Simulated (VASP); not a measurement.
# TiO2 (P4_2/mnm) in VASP: single point with PBE

Aim: the single point of TiO2 with PBE.

Program: VASP 6.6.1. These are calculated values, not measurements. Logs are shortened: lines on timing, memory, paths and dates and some standing lists are left out, and cuts for length are marked.

## 1. The cell of the first run

It takes space group P4_2/mnm (No. 136, tetragonal). Conventional cell: a = 4.593 Å, b = 4.593 Å, c = 2.959 Å, α = 90.00°, β = 90.00°, γ = 90.00°. Within 2.6 Å of Ti (site symmetry mmm) lie 6 O at 1.95 to 1.98 Å. O (site symmetry m2m) has 3 Ti at 1.95 to 1.98 Å and 1 O at 2.53 Å within 2.6 Å.

## 2. Single point, PBE, collinear spin

The input, INCAR:

```
PREC     = Accurate       # precision mode
ENCUT    = 520            # plane-wave cutoff, eV
EDIFF    = 1E-6           # SCF threshold, eV
ISMEAR   = -1             # smearing method
SIGMA    = 0.03           # smearing width, eV
LREAL    = False          # projectors in reciprocal space
LASPH    = True           # aspherical terms in the spheres
NELM     = 150            # most SCF steps
ALGO     = Normal         # electronic algorithm
ISIF     = 2              # what is computed and relaxed
LWAVE    = False          # write WAVECAR
LCHARG   = False          # write CHGCAR
ISPIN    = 2              # spin polarisation
MAGMOM   = 1 1 0 0 0 0    # initial moments
LORBIT   = 11             # projections on sites
LMAXMIX  = 4              # l up to which the mixer works
GGA      = PE             # functional
NBANDS   = 37             # bands
```

The input, KPOINTS:

```
regular mesh
0
Gamma
  5 5 7
```

The input, POSCAR:

```
TiO2
1.0
    4.5930000000      0.0000000000      0.0000000000
    0.0000000000      4.5930000000      0.0000000000
    0.0000000000      0.0000000000      2.9590000000
Ti O
2 4
Direct
    0.0000000000      0.0000000000      0.0000000000
    0.5000000000      0.5000000000      0.5000000000
    0.3051000000      0.3051000000      0.0000000000
    0.1949000000      0.8051000000      0.5000000000
    0.6949000000      0.6949000000      0.0000000000
    0.8051000000      0.1949000000      0.5000000000
```

Potentials or basis: VASP PAW PBE potentials, release 64 (Ti_sv, O).

Started as:

```sh
cat potpaw_PBE.64/Ti_sv/POTCAR potpaw_PBE.64/O/POTCAR > POTCAR
mpirun -np 1 vasp_std > vasp.out
```

OUTCAR:

```text
PREC = Accurate
   ENCUT = 520
   EDIFF = 1E-6
   ISMEAR = -1
   LREAL = False
   LASPH = True
   NELM = 150
   ISIF = 2
   ISPIN = 2
   LORBIT = 11
   GGA = PE

 ion  position               nearest neighbor table
   1  0.000  0.000  0.000-   4 1.95   6 1.95   4 1.95   6 1.95   5 1.98   3 1.98
   2  0.500  0.500  0.500-   3 1.95   5 1.95   3 1.95   5 1.95   4 1.98   6 1.98
   3  0.305  0.305  0.000-   2 1.95   2 1.95   1 1.98
   4  0.195  0.805  0.500-   1 1.95   1 1.95   2 1.98
   5  0.695  0.695  0.000-   2 1.95   2 1.95   1 1.98
   6  0.805  0.195  0.500-   1 1.95   1 1.95   2 1.98

  LATTYP: Found a simple tetragonal cell.
 ALAT       =     4.5930000000
 C/A-ratio  =     0.6442412367

  Lattice vectors:

 A1 = (   4.5930000000,   0.0000000000,   0.0000000000)
 A2 = (   0.0000000000,   4.5930000000,   0.0000000000)
 A3 = (   0.0000000000,   0.0000000000,   2.9590000000)

Analysis of symmetry for initial positions (statically):
=====================================================================
 Subroutine PRICEL returns:
 Original cell was already a primitive cell.

 Routine SETGRP: Setting up the symmetry group for a
 simple tetragonal supercell.

 Subroutine GETGRP returns: Found 16 space group operations
 (whereof  8 operations were pure point group operations)
 out of a pool of 16 trial point group operations.

The static configuration has the point symmetry D_2h.
 The point group associated with its full space group is D_4h.

Analysis of symmetry for dynamics (positions and initial velocities):
=====================================================================
 Subroutine PRICEL returns:
 Original cell was already a primitive cell.

 Routine SETGRP: Setting up the symmetry group for a
 simple tetragonal supercell.

 Subroutine GETGRP returns: Found 16 space group operations
 (whereof  8 operations were pure point group operations)
 out of a pool of 16 trial point group operations.

The dynamic configuration has the point symmetry D_2h.
 The point group associated with its full space group is D_4h.

Analysis of structural, dynamic, and magnetic symmetry:
=====================================================================
 Subroutine PRICEL returns:
 Original cell was already a primitive cell.

 Routine SETGRP: Setting up the symmetry group for a
 simple tetragonal supercell.

 Subroutine GETGRP returns: Found 16 space group operations
 (whereof  8 operations were pure point group operations)
 out of a pool of 16 trial point group operations.

The overall configuration has the point symmetry D_2h.
 The point group associated with its full space group is D_4h.

 Subroutine INISYM returns: Found 16 space group operations
 (whereof  8 operations are pure point group operations),
 and found     1 'primitive' translations

----------------------------------------------------------------------------------------

                                     Primitive cell

  volume of cell :      62.4220

  direct lattice vectors                    reciprocal lattice vectors
     4.593000000  0.000000000  0.000000000     0.217722621  0.000000000  0.000000000
     0.000000000  4.593000000  0.000000000     0.000000000  0.217722621  0.000000000
     0.000000000  0.000000000  2.959000000     0.000000000  0.000000000  0.337952011

  length of vectors
     4.593000000  4.593000000  2.959000000     0.217722621  0.217722621  0.337952011

  position of ions in fractional coordinates (direct lattice)
     0.000000000  0.000000000  0.000000000
     0.500000000  0.500000000  0.500000000
     0.305100000  0.305100000  0.000000000
     0.194900000  0.805100000  0.500000000
     0.694900000  0.694900000  0.000000000
     0.805100000  0.194900000  0.500000000

  ion indices of the primitive-cell ions
   primitive index   ion index
                 1           1
                 2           2
                 3           3
[... 31 lines left out ...]
            Coordinates               Weight
  0.000000  0.000000  0.000000      1.000000
  0.200000  0.000000  0.000000      4.000000
  0.400000  0.000000  0.000000      4.000000
  0.200000  0.200000  0.000000      4.000000
  0.400000  0.200000  0.000000      8.000000
  0.400000  0.400000  0.000000      4.000000
[... 16 lines left out ...]
  0.400000  0.200000  0.428571     16.000000
  0.400000  0.400000  0.428571      8.000000
   k-points           NKPTS =     24   k-points in BZ     NKDIM =     24   number of bands    NBANDS=     37
   number of dos      NEDOS =    301   number of ions     NIONS =      6
   total plane-waves  NPLWV =  31104
   dimension x,y,z NGX =    36 NGY =   36 NGZ =   24
   dimension x,y,z NGXF=    72 NGYF=   72 NGZF=   48
   ions per type =               2   4
   NGX,Y,Z   is equivalent  to a cutoff of  13.03, 13.03, 13.48 a.u.
   NGXF,Y,Z  is equivalent  to a cutoff of  26.06, 26.06, 26.97 a.u.
 SYSTEM =  unknown system
   PREC   = accura    normal or accurate (medium, high low for compatibility)
   ISTART =      0    job   : 0-new  1-cont  2-samecut
   ICHARG =      2    charge: 1-file 2-atom 10-const
   ISPIN  =      2    spin polarized calculation?
   LNONCOLLINEAR =      F non collinear calculations
   LSORBIT =      F    spin-orbit coupling
   LASPH  =      T    aspherical Exc in radial PAW
   ENCUT  =  520.0 eV  38.22 Ry    6.18 a.u.   8.54  8.54  5.50*2*pi/ulx,y,z
   NELM   =    150;   NELMIN=  2; NELMDL= -5     # of ELM steps
   EDIFF  = 0.1E-05   stopping-criterion for ELM
   LREAL  =      F    real-space projection
   EDIFFG = 0.1E-04   stopping-criterion for IOM
   NSW    =      0    number of steps for IOM
   IBRION =     -1    ionic relax: 0-MD 1-quasi-New 2-CG
   NFREE  =      0    steps in history (QN), initial steepest desc. (CG)
   ISIF   =      2    stress and relaxation
   ISYM   =      2    0-nonsym 1-usesym 2-fastsym
   POTIM  = 0.5000    time-step for ionic-motion
   TEBEG  =    0.0;   TEEND  =   0.0 temperature during run
   PSTRESS=    0.0 pullay stress
   NELECT =      48.0000    total number of electrons
   NUPDOWN=      -1.0000    fix difference up-down
   EMIN   =  10.00;   EMAX   =-10.00  energy-range for DOS
   EFERMI =   0.00;   METHOD = LEGACY
   ISMEAR =    -1;   SIGMA  =   0.03  broadening in eV -4-tet -1-fermi 0-gaus
   EFERMI_NEDOS =   21; number of points for ismear=-14 and -15
   IALGO  =     38    algorithm
   IMIX   =      4    mixing-type and parameters
     AMIX     =   0.40;   BMIX     =  1.00
     AMIX_MAG =   1.60;   BMIX_MAG =  1.00
  volume/ion in A,a.u.               =      10.40        70.21
  Fermi-wavevector in a.u.,A,eV,Ry     =   1.499832  2.834272 30.606253  2.249496
  Thomas-Fermi vector in A             =   2.611411
   LORBIT       =     11    0 simple, 1 ext, 2 COOP (PROOUT), +10 PAW based schemes
   GGA     = PE    functional components
   LHFCALC =     F    Hartree Fock is set to
   AEXX    =    0.0000 exact exchange contribution
   IVDW    =     0    specifies the selected vdW correction
   LEPSILON=     F    determine dielectric tensor
   LRPA    =     F    only Hartree local field effects (RPA)
 spin polarized calculation
  energy-cutoff  :      520.00
  volume of cell :       62.42
 maximum number of plane-waves:      1697
 NGX is ok and might be reduce to    36
   NGX = 17   NGY = 17   NGZ = 11

 number of electron      48.0000022 magnetization       0.0000108

 number of electron      48.0000022 magnetization      -0.0000120

 Free energy of the ion-electron system (eV)
  ---------------------------------------------------
  ext. energy  EPLUGINS =         0.00000000
  ---------------------------------------------------
  free energy    TOTEN  =       -53.64359879 eV

  energy without entropy =      -53.64359879  energy(sigma->0) =      -53.64359879

 E-fermi :   5.4137     XC(G=0): -11.4127

 val. band max:        4.8485903299   @ k =   0.0000   0.0000   0.0000
 cond. band min:       6.7231422830   @ k =   0.0000   0.0000   0.0000
 fundamental gap:      1.8745519531
 Fermi energy:         5.4137006475

 spin component 1

 k-point     1 :       0.0000    0.0000    0.0000
  band No.  band energies     occupation
      1     -52.0650      1.00000
      2     -52.0478      1.00000
      3     -28.3739      1.00000
      4     -28.3739      1.00000
      5     -28.2076      1.00000
      6     -28.2076      1.00000
[... 925 lines left out ...]
     35      16.5440      0.00000
     36      16.8449      0.00000
 Fermi energy:         5.4137006475

 spin component 2

 k-point     1 :       0.0000    0.0000    0.0000
  band No.  band energies     occupation
      1     -52.0650      1.00000
      2     -52.0479      1.00000
      3     -28.3740      1.00000
      4     -28.3740      1.00000
      5     -28.2077      1.00000
      6     -28.2077      1.00000
[... 925 lines left out ...]
     35      16.5441      0.00000
     36      16.8450      0.00000
 [bands above 36 left out]

------------------------ aborting loop because EDIFF is reached ----------------------------------------

  FORCE on cell =-STRESS in cart. coord.  units (eV):
  Direction    XX          YY          ZZ          XY          YZ          ZX
  --------------------------------------------------------------------------------------
  -------------------------------------------------------------------------------------
  Total        2.3833255      2.3833255      2.1499830     -0.0000000      0.0000000      0.0000000
  in kB       61.1724810     61.1724810     55.1833096     -0.0000000      0.0000000      0.0000000
  external PRESSURE =      59.1760906 kB  Pullay stress =       0.0000000 kB

 VOLUME and BASIS-vectors are now :
 -----------------------------------------------------------------------------
  energy-cutoff  :      520.00
  volume of cell :       62.42
      direct lattice vectors                 reciprocal lattice vectors
     4.593000000  0.000000000  0.000000000     0.217722621  0.000000000  0.000000000
     0.000000000  4.593000000  0.000000000     0.000000000  0.217722621  0.000000000
     0.000000000  0.000000000  2.959000000     0.000000000  0.000000000  0.337952011

 POSITION                                       TOTAL-FORCE (eV/Angst)
 -----------------------------------------------------------------------------------
      0.00000      0.00000      0.00000        -0.000000     -0.000000     -0.000000
      2.29650      2.29650      1.47950        -0.000000     -0.000000     -0.000000
      1.40132      1.40132      0.00000        -0.099036     -0.099036      0.000000
      0.89518      3.69782      1.47950         0.099036     -0.099036     -0.000000
      3.19168      3.19168      0.00000         0.099036      0.099036     -0.000000
      3.69782      0.89518      1.47950        -0.099036      0.099036     -0.000000
 -----------------------------------------------------------------------------------
    total drift:                                0.000000      0.000000     -0.000000

  FREE ENERGIE OF THE ION-ELECTRON SYSTEM (eV)
  ---------------------------------------------------
  free  energy   TOTEN  =       -53.6435987919 eV

  energy  without entropy=      -53.6435987918  energy(sigma->0) =      -53.64359879

 total charge

# of ion       s       p       d       tot
------------------------------------------
    1        2.222   6.301   1.717  10.241
    2        2.222   6.301   1.717  10.241
    3        1.573   3.503   0.000   5.076
    4        1.573   3.503   0.000   5.076
    5        1.573   3.503   0.000   5.076
    6        1.573   3.503   0.000   5.076
--------------------------------------------------
tot         10.736  26.616   3.434  40.787

 magnetization (x)

# of ion       s       p       d       tot
------------------------------------------
    1       -0.000   0.000  -0.000  -0.000
    2       -0.000   0.000  -0.000  -0.000
    3       -0.000  -0.000   0.000  -0.000
    4       -0.000  -0.000   0.000  -0.000
    5       -0.000  -0.000   0.000  -0.000
    6       -0.000  -0.000   0.000  -0.000
--------------------------------------------------
tot         -0.000  -0.000  -0.000  -0.000
```

Wall time 1.9 min (1 thread of Intel Xeon Platinum 8259CL at 2.50GHz (Skylake/Cascade Lake), shared host); peak memory 0.24 GiB.

Results:

```yaml
Free_energy: -53.6436 eV
Pressure: 5.9 GPa
Largest_force: 0.140 eV/Å
Band_gap_on_the_k_mesh: 1.87 eV
Net_moment: 0.00 μB per cell
Valence_electrons_inside_the_program's_atomic_spheres: Ti 10.24; O 5.08
```

Forces in eV/Å, atoms in the order of the input:
```
Ti   0.000  0.000  0.000
Ti   0.000  0.000  0.000
O   -0.099 -0.099  0.000
O    0.099 -0.099  0.000
O    0.099  0.099  0.000
O   -0.099  0.099  0.000
```

Levels at points of the mesh, in eV from the valence-band top:
Spin up:
```
           k point  band 20  band 21  band 22  band 23  band 24  band 25  band 26  band 27  band 28  band 29
(0.00, 0.00, 0.00)    -1.98    -0.70    -0.44    -0.44     0.00     1.87     2.19     2.41     2.50     2.50
```
Spin down:
```tsv
k point	band 21	band 22	band 23	band 24	band 25	band 26	band 27	band 28
(0.00, 0.00, 0.00)	-0.70	-0.44	-0.44	0.00	1.87	2.19	2.41	2.50
```

Caveat: the cell stands under pressure. Expect the measured gap to be larger: semilocal functionals such as PBE lack the derivative discontinuity.
